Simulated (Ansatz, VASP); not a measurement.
**Two plane-wave programs on Ti3Si2**

```
CELL_PARAMETERS angstrom
4.54981 0.00000 0.00000
0.00000 4.54981 0.00000
0.00000 0.00000 4.54981
ATOMIC_POSITIONS crystal
Ti 0.00000 0.50000 0.50000
Ti 0.50000 0.00000 0.50000
Ti 0.50000 0.50000 0.00000
Si 0.50000 0.50000 0.50000
Si 0.00000 0.00000 0.00000
```

Alike in both runs: task relaxation of cell and atoms; functional PBE; k mesh 8 × 8 × 8; occupations gaussian, width 0.1 eV; no spin polarisation.

```csv
,VASP,Ansatz
version,VASP 6.6.1,Ansatz 0.2.0
potentials or method,"VASP PAW PBE potentials, release 64 (Ti_sv, Si), cutoff 600 eV","scalar-relativistic, plane waves, PAW"
valence electrons in the cell,44,44
```

```tsv
	VASP	Ansatz	Ansatz less VASP
gap on the k mesh at the Fermi level, each at its own relaxed structure (eV)	none	none	-
relaxed volume (Å³/atom)	18.84	18.83	-0.010
relaxed cell length with the largest relative difference (Å)	4.550	4.549	-0.0008
```

A gap of «none» marks a metal or a gap that the smearing closes.

Noted on VASP's run: the relaxation stopped at its first step, so nothing moved.
